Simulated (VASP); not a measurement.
# ZrC (P-6m2) in VASP: a series of runs

ZrC is run at these levels: PBE; tasks: single point.

Everything below comes from runs of VASP 6.6.1. Logs are shortened: lines on timing, memory, paths and dates and some standing lists are left out, and cuts for length are marked.

**1. The cell of the first run**

The structure is hexagonal, space group P-6m2 (No. 187). Conventional cell: a = 3.245 Å, b = 3.245 Å, c = 2.925 Å, α = 90.00°, β = 90.00°, γ = 120.00°. Within 3.1 Å of Zr (site symmetry -6m2) lie 6 C at 2.38 Å and 2 Zr at 2.93 Å. Within 3.1 Å of C (site symmetry -6m2) lie 6 Zr at 2.38 Å and 2 C at 2.93 Å.

**2. Single point, PBE (13.34 Å³/atom)**

File INCAR:

```
PREC = Accurate ; ENCUT = 520
EDIFF = 1E-6 ; ISMEAR = 0
SIGMA = 0.05 ; LREAL = False
LASPH = True ; NELM = 60
ALGO = Normal ; ISIF = 2
LWAVE = False ; LCHARG = False
GGA = PE ; NBANDS = 15
```

File KPOINTS:

```
Automatic mesh
0
Gamma
  12 12 12
```

File POSCAR:

```
ZrC
1.0
    3.2446609982      0.0000000000      0.0000000000
   -1.6223304991      2.8099588511      0.0000000000
    0.0000000000      0.0000000000      2.9252762979
Zr C
1 1
Direct
    0.0000000000      0.0000000000      0.0000000000
    0.6666666667      0.3333333333      0.5000000000
```

Potentials or basis: VASP PAW PBE potentials, release 64 (Zr_sv, C).

The run is started by

```console
$ cat potpaw_PBE.64/Zr_sv/POTCAR potpaw_PBE.64/C/POTCAR > POTCAR
$ mpirun -np 1 vasp_std > vasp.out
```

OUTCAR:

```text
PREC = Accurate
   ENCUT = 520
   EDIFF = 1E-6
   ISMEAR = 0
   LREAL = False
   LASPH = True
   NELM = 60
   ISIF = 2
   GGA = PE

 ion  position               nearest neighbor table
   1  0.000  0.000  0.000-   2 2.38   2 2.38   2 2.38   2 2.38   2 2.38   2 2.38
   2  0.667  0.333  0.500-   1 2.38   1 2.38   1 2.38   1 2.38   1 2.38   1 2.38

  LATTYP: Found a hexagonal cell.
 ALAT       =     3.2446609982
 C/A-ratio  =     0.9015660803

  Lattice vectors:

 A1 = (   3.2446609982,   0.0000000000,   0.0000000000)
 A2 = (  -1.6223304991,   2.8099588511,   0.0000000000)
 A3 = (   0.0000000000,   0.0000000000,   2.9252762979)

Analysis of symmetry for initial positions (statically):
=====================================================================
 Subroutine PRICEL returns:
 Original cell was already a primitive cell.

 Routine SETGRP: Setting up the symmetry group for a
 hexagonal supercell.

 Subroutine GETGRP returns: Found 12 space group operations
 (whereof 12 operations were pure point group operations)
 out of a pool of 24 trial point group operations.

The static configuration has the point symmetry D_3h.

Analysis of symmetry for dynamics (positions and initial velocities):
=====================================================================
 Subroutine PRICEL returns:
 Original cell was already a primitive cell.

 Routine SETGRP: Setting up the symmetry group for a
 hexagonal supercell.

 Subroutine GETGRP returns: Found 12 space group operations
 (whereof 12 operations were pure point group operations)
 out of a pool of 24 trial point group operations.

The dynamic configuration has the point symmetry D_3h.

 Subroutine INISYM returns: Found 12 space group operations
 (whereof 12 operations are pure point group operations),
 and found     1 'primitive' translations

----------------------------------------------------------------------------------------

                                     Primitive cell

  volume of cell :      26.6708

  direct lattice vectors                    reciprocal lattice vectors
     3.244660998  0.000000000  0.000000000     0.308198607  0.177938549  0.000000000
    -1.622330499  2.809958851  0.000000000     0.000000000  0.355877097  0.000000000
     0.000000000  0.000000000  2.925276298     0.000000000  0.000000000  0.341848051

  length of vectors
     3.244660998  3.244660998  2.925276298     0.355877097  0.355877097  0.341848051

  position of ions in fractional coordinates (direct lattice)
     0.000000000  0.000000000  0.000000000
     0.666666667  0.333333333  0.500000000

  ion indices of the primitive-cell ions
   primitive index   ion index
                 1           1
                 2           2

----------------------------------------------------------------------------------------

 KPOINTS: Automatic mesh

Automatic generation of k-mesh.
 Grid dimensions read from file:
 generate k-points for:   12   12   12

 Generating k-lattice:

  Cartesian coordinates                     Fractional coordinates (reciprocal lattice)
     0.025683217  0.014828212  0.000000000     0.083333333  0.000000000  0.000000000
     0.000000000  0.029656425  0.000000000     0.000000000  0.083333333  0.000000000
     0.000000000  0.000000000  0.028487338     0.000000000  0.000000000  0.083333333

  Length of vectors
     0.029656425  0.029656425  0.028487338

  Shift w.r.t. Gamma in fractional coordinates (k-lattice)
     0.000000000  0.000000000  0.000000000

 Subroutine IBZKPT returns following result:
 ===========================================

 Found    133 irreducible k-points:

 Following reciprocal coordinates:
            Coordinates               Weight
  0.000000  0.000000  0.000000      1.000000
  0.083333  0.000000  0.000000      6.000000
  0.166667 -0.000000  0.000000      6.000000
  0.250000 -0.000000  0.000000      6.000000
  0.333333  0.000000  0.000000      6.000000
  0.416667  0.000000  0.000000      6.000000
[... 16 lines left out ...]
  0.250000 -0.000000  0.083333     12.000000
  0.333333  0.000000  0.083333     12.000000
 [... further k-points ...]
   k-points           NKPTS =    133   k-points in BZ     NKDIM =    133   number of bands    NBANDS=     15
   number of dos      NEDOS =    301   number of ions     NIONS =      2
   total plane-waves  NPLWV =  13824
   dimension x,y,z NGX =    24 NGY =   24 NGZ =   24
   dimension x,y,z NGXF=    48 NGYF=   48 NGZF=   48
   ions per type =               1   1
   NGX,Y,Z   is equivalent  to a cutoff of  12.30, 12.30, 13.64 a.u.
   NGXF,Y,Z  is equivalent  to a cutoff of  24.59, 24.59, 27.28 a.u.
 SYSTEM =  unknown system
   PREC   = accura    normal or accurate (medium, high low for compatibility)
   ISTART =      0    job   : 0-new  1-cont  2-samecut
   ICHARG =      2    charge: 1-file 2-atom 10-const
   ISPIN  =      1    spin polarized calculation?
   LNONCOLLINEAR =      F non collinear calculations
   LSORBIT =      F    spin-orbit coupling
   LASPH  =      T    aspherical Exc in radial PAW
   ENCUT  =  520.0 eV  38.22 Ry    6.18 a.u.   6.03  6.03  5.44*2*pi/ulx,y,z
   NELM   =     60;   NELMIN=  2; NELMDL= -5     # of ELM steps
   EDIFF  = 0.1E-05   stopping-criterion for ELM
   LREAL  =      F    real-space projection
[... 7 lines left out ...]
   TEBEG  =    0.0;   TEEND  =   0.0 temperature during run
   PSTRESS=    0.0 pullay stress
   NELECT =      16.0000    total number of electrons
   NUPDOWN=      -1.0000    fix difference up-down
   EMIN   =  10.00;   EMAX   =-10.00  energy-range for DOS
   EFERMI =   0.00;   METHOD = LEGACY
   ISMEAR =     0;   SIGMA  =   0.05  broadening in eV -4-tet -1-fermi 0-gaus
   EFERMI_NEDOS =   21; number of points for ismear=-14 and -15
   IALGO  =     38    algorithm
   IMIX   =      4    mixing-type and parameters
     AMIX     =   0.40;   BMIX     =  1.00
     AMIX_MAG =   1.60;   BMIX_MAG =  1.00
  volume/ion in A,a.u.               =      13.34        89.99
  Fermi-wavevector in a.u.,A,eV,Ry     =   1.380711  2.609165 25.937639  1.906363
  Thomas-Fermi vector in A             =   2.505563
   LORBIT       =      0    0 simple, 1 ext, 2 COOP (PROOUT), +10 PAW based schemes
   GGA     = PE    functional components
   LHFCALC =     F    Hartree Fock is set to
   AEXX    =    0.0000 exact exchange contribution
   IVDW    =     0    specifies the selected vdW correction
   LEPSILON=     F    determine dielectric tensor
   LRPA    =     F    only Hartree local field effects (RPA)
 non-spin polarized calculation
 Gauss-broadening in eV      SIGMA  =   0.05
  energy-cutoff  :      520.00
  volume of cell :       26.67
 maximum number of plane-waves:       735
   NGX = 13   NGY = 13   NGZ = 11

 number of electron      16.0000000 magnetization

 Free energy of the ion-electron system (eV)
  ---------------------------------------------------
  ext. energy  EPLUGINS =         0.00000000
  ---------------------------------------------------
  free energy    TOTEN  =       -18.00765240 eV

  energy without entropy =      -18.00710250  energy(sigma->0) =      -18.00737745

 E-fermi :   9.1905     XC(G=0): -11.9341

 val. band max:        9.1816274692   @ k =   0.3333   0.0000   0.0833
 cond. band min:       9.2050500803   @ k =   0.2500   0.0833   0.0000
 fundamental gap:      0.0234226111
 Fermi energy:         9.1905106224

 k-point     1 :       0.0000    0.0000    0.0000
  band No.  band energies     occupation
      1     -38.9442      2.00000
      2     -16.7306      2.00000
      3     -16.7306      2.00000
      4     -16.3272      2.00000
      5      -1.8375      2.00000
      6       7.6023      2.00000
      7       7.6023      2.00000
      8       7.9327      2.00000
      9      10.9213      0.00000
     10      14.5449      0.00000
     11      14.5723      0.00000
     12      14.5723      0.00000
     13      15.5406      0.00000
     14      15.5406      0.00000
     15      23.3694      0.00000

 k-point     2 :       0.0833    0.0000    0.0000
  band No.  band energies     occupation
      1     -38.9382      2.00000
      2     -16.7882      2.00000
      3     -16.7430      2.00000
      4     -16.3205      2.00000
      5      -1.7088      2.00000
      6       7.2862      2.00000
      7       7.7223      2.00000
      8       8.0660      2.00000
      9      10.6616      0.00000
     10      14.5267      0.00000
     11      14.8603      0.00000
     12      14.9998      0.00000
     13      15.2880      0.00000
     14      15.4518      0.00000
     15      22.9955      0.00000

 k-point     3 :       0.1667   -0.0000    0.0000
  band No.  band energies     occupation
      1     -38.9216      2.00000
      2     -16.9422      2.00000
      3     -16.7764      2.00000
      4     -16.3022      2.00000
      5      -1.3526      2.00000
      6       6.6444      2.00000
      7       8.0598      2.00000
      8       8.3219      2.00000
      9      10.0956      0.00000
     10      14.4055      0.00000
     11      14.6394      0.00000
     12      15.2347      0.00000
     13      15.4786      0.00000
     14      16.1874      0.00000
     15      22.6327      0.00000

 k-point     4 :       0.2500   -0.0000    0.0000
  band No.  band energies     occupation
      1     -38.8989      2.00000
      2     -17.1459      2.00000
      3     -16.8216      2.00000
      4     -16.2771      2.00000
      5      -0.8532      2.00000
      6       5.9850      2.00000
      7       8.5447      2.00000
      8       8.5636      2.00000
      9       9.5018      0.00000
     10      14.0801      0.00000
     11      14.2469      0.00000
     12      14.9930      0.00000
     13      16.0741      0.00000
     14      17.5263      0.00000
     15      22.6254      0.00000
[... 307 lines left out ...]
 k-point    22 :       0.1667   -0.0000    0.0833
  band No.  band energies     occupation
      1     -38.9125      2.00000
      2     -16.9321      2.00000
      3     -16.7674      2.00000
      4     -16.3924      2.00000
      5      -1.2309      2.00000
      6       6.7322      2.00000
      7       8.0943      2.00000
      8       8.2376      2.00000
      9       9.9929      0.00000
     10      13.5975      0.00000
     11      14.2659      0.00000
     12      15.7069      0.00000
     13      15.9143      0.00000
     14      16.4577      0.00000
     15      22.5591      0.00000

 k-point    23 :       0.2500   -0.0000    0.0833
  band No.  band energies     occupation
      1     -38.8899      2.00000
      2     -17.1341      2.00000
      3     -16.8122      2.00000
      4     -16.3650      2.00000
      5      -0.7585      2.00000
      6       6.0639      2.00000
      7       8.4718      2.00000
      8       8.5215      2.00000
      9       9.4207      0.00000
     10      13.5191      0.00000
     11      14.1401      0.00000
     12      15.7252      0.00000
     13      15.9375      0.00000
     14      17.8382      0.00000
     15      22.4387      0.00000

 k-point    24 :       0.3333    0.0000    0.0833
  band No.  band energies     occupation
      1     -38.8671      2.00000
      2     -17.3290      2.00000
      3     -16.8565      2.00000
      4     -16.3377      2.00000
      5      -0.2720      2.00000
      6       5.5351      2.00000
      7       8.3865      2.00000
      8       8.9425      2.00000
      9       9.1816      1.19838
     10      13.5956      0.00000
     11      14.0600      0.00000
     12      15.4635      0.00000
     13      16.2134      0.00000
     14      18.8923      0.00000
     15      22.8446      0.00000

 [... further k-points ...]

------------------------ aborting loop because EDIFF is reached ----------------------------------------

  FORCE on cell =-STRESS in cart. coord.  units (eV):
  Direction    XX          YY          ZZ          XY          YZ          ZX
  --------------------------------------------------------------------------------------
  -------------------------------------------------------------------------------------
  Total        0.6738493      0.6738493      0.6954425      0.0000000      0.0000000     -0.0000000
  in kB       40.4796928     40.4796928     41.7768418      0.0000000      0.0000000     -0.0000000
  external PRESSURE =      40.9120758 kB  Pullay stress =       0.0000000 kB

 VOLUME and BASIS-vectors are now :
 -----------------------------------------------------------------------------
  energy-cutoff  :      520.00
  volume of cell :       26.67
      direct lattice vectors                 reciprocal lattice vectors
     3.244660998  0.000000000  0.000000000     0.308198607  0.177938549  0.000000000
    -1.622330499  2.809958851  0.000000000     0.000000000  0.355877097  0.000000000
     0.000000000  0.000000000  2.925276298     0.000000000  0.000000000  0.341848051

 POSITION                                       TOTAL-FORCE (eV/Angst)
 -----------------------------------------------------------------------------------
      0.00000      0.00000      0.00000        -0.000000      0.000000      0.000000
      1.62233      0.93665      1.46264         0.000000      0.000000      0.000000
 -----------------------------------------------------------------------------------
    total drift:                                0.000000     -0.000000      0.000000

  FREE ENERGIE OF THE ION-ELECTRON SYSTEM (eV)
  ---------------------------------------------------
  free  energy   TOTEN  =       -18.0076523951 eV

  energy  without entropy=      -18.0071024986  energy(sigma->0) =      -18.00737745
```

Run time: 38 s. Hardware: 1 thread of Intel Xeon 8259CL, shared host; peak memory 0.18 GiB.

Results:

| Item | Value |
| --- | --- |
| Free energy | -18.0077 eV |
| Pressure | 4.1 GPa |
| Band gap on the k mesh | zero (bands 8 and 9 overlap by 0.44 eV) |

Levels at points of the mesh, in eV from the Fermi level:
```tsv
k point	band 4	band 5	band 6	band 7	band 8	band 9	band 10	band 11	band 12	band 13
(0.00, 0.00, 0.00)	-25.52	-11.03	-1.59	-1.59	-1.26	1.73	5.35	5.38	5.38	6.35
(0.50, 0.00, 0.00)	-25.42	-8.98	-4.09	-0.85	-0.59	0.41	4.76	5.30	5.53	7.51
(0.00, 0.00, 0.50)	-25.79	-8.10	-5.02	-0.54	-0.54	1.77	1.77	4.90	4.90	5.69
(0.50, 0.00, 0.50)	-25.95	-9.07	-3.61	-2.30	-2.05	2.11	5.58	6.70	7.06	8.89
```

Caveat: the cell stands under pressure.

**3. Single point, PBE**

This run uses another cell than the first one, of 13.61 Å³/atom.

File INCAR:

```
SYSTEM = ZrC
PREC     = Accurate       ! precision mode
ENCUT    = 520            ! plane-wave cutoff, eV
EDIFF    = 1E-7           ! SCF threshold, eV
ISMEAR   = 0              ! smearing method
SIGMA    = 0.05           ! smearing width, eV
LREAL    = .False.        ! projectors in reciprocal space
LASPH    = .True.         ! aspherical terms in the spheres
NELM     = 80             ! most SCF steps
ALGO     = Normal         ! electronic algorithm
ISIF     = 2              ! what is computed and relaxed
LWAVE    = .False.        ! write WAVECAR
LCHARG   = .True.         ! write CHGCAR
GGA      = PE             ! functional
LELF     = .True.         ! ELF
LVHAR    = .True.       
NBANDS   = 15             ! bands
```

File KPOINTS:

```
Automatic mesh
0
Gamma
  12 12 12
  0 0 0
```

File POSCAR:

```
ZrC
1.0
    3.2695327460      0.0000000000      0.0000000000
   -1.6347663730      2.8314984165      0.0000000000
    0.0000000000      0.0000000000      2.9397343753
Zr C
1 1
Direct
    0.0000000000      0.0000000000      0.0000000000
    0.6666666667      0.3333333333      0.5000000000
```

Potentials or basis: VASP PAW PBE potentials, release 64 (Zr_sv, C).

The run is started by

```console
$ cat potpaw_PBE.64/Zr_sv/POTCAR potpaw_PBE.64/C/POTCAR > POTCAR
$ mpirun -np 1 vasp_std > vasp.out
```

It took 55 s on 1 thread of Intel Xeon 8259CL, shared host; peak memory 0.18 GiB.

It converged, with:

- Free energy: -18.0151 eV
- Pressure: 0.2 GPa
- Band gap on the k mesh: zero (bands 8 and 9 overlap by 0.40 eV)

Levels at points of the mesh, in eV from the Fermi level:
```tsv
k point	band 5	band 6	band 7	band 8	band 9	band 10	band 11	band 12
(0.00, 0.00, 0.00)	-10.96	-1.57	-1.57	-1.22	1.71	5.21	5.26	5.26
(0.50, 0.00, 0.00)	-8.97	-4.06	-0.83	-0.54	0.38	4.66	5.15	5.37
(0.00, 0.00, 0.50)	-8.12	-4.97	-0.54	-0.54	1.74	1.74	4.82	4.82
(0.50, 0.00, 0.50)	-9.00	-3.56	-2.26	-2.04	2.04	5.43	6.52	6.88
```

(Continued in part 2 of 2.)
